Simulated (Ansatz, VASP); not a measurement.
Two plane-wave programs on InAsS4

```
In As S
1.0
     3.72760    0.00000    0.00000
     0.00000    3.72760    0.00000
     0.00000    0.00000   10.08906
In As S
1 1 4
Direct
  0.00000 0.00000 0.00000
  0.50000 0.50000 0.50000
  0.00000 0.00000 0.60376
  0.50000 0.50000 0.10899
  0.50000 0.50000 0.89101
  0.00000 0.00000 0.39624
```

Change from the starting cell: species swapped into the CeDyC4 type (P4/mmm, No. 123).

Alike in both runs: functional PBE; k mesh 4 × 4 × 4; occupations gaussian, width 0.1 eV; no spin polarisation.

Ansatz relaxed the structure, and its values are those at the end. VASP's run is a single point on that final structure, the one shown.

|  | VASP | Ansatz |
| --- | --- | --- |
| version | VASP 6.6.1 | Ansatz 0.2.0 |
| potentials or method | VASP PAW PBE potentials, release 64 (In_d, As_d, S), cutoff 510 eV | scalar-relativistic, plane waves, PAW |
| valence electrons in the cell | 52 | 52 |

VASP gave:

| Quantity | Value |
| --- | --- |
| gap on the k mesh at the Fermi level (eV) | none |
| pressure (GPa) | -0.3 |
| rms of the force components (eV/Å) | 0.056 |

Problem. Estimate Ansatz's values.

Solution. gap on the k mesh at the Fermi level (eV): none; pressure (GPa): -0.1; rms of the force components (eV/Å): 0.014.

A gap of «none» marks a metal or a gap that the smearing closes. With one functional, cell and mesh, what is left measures potentials, basis and numerics.

The k mesh is coarse, so the values compare programs but aren't converged.
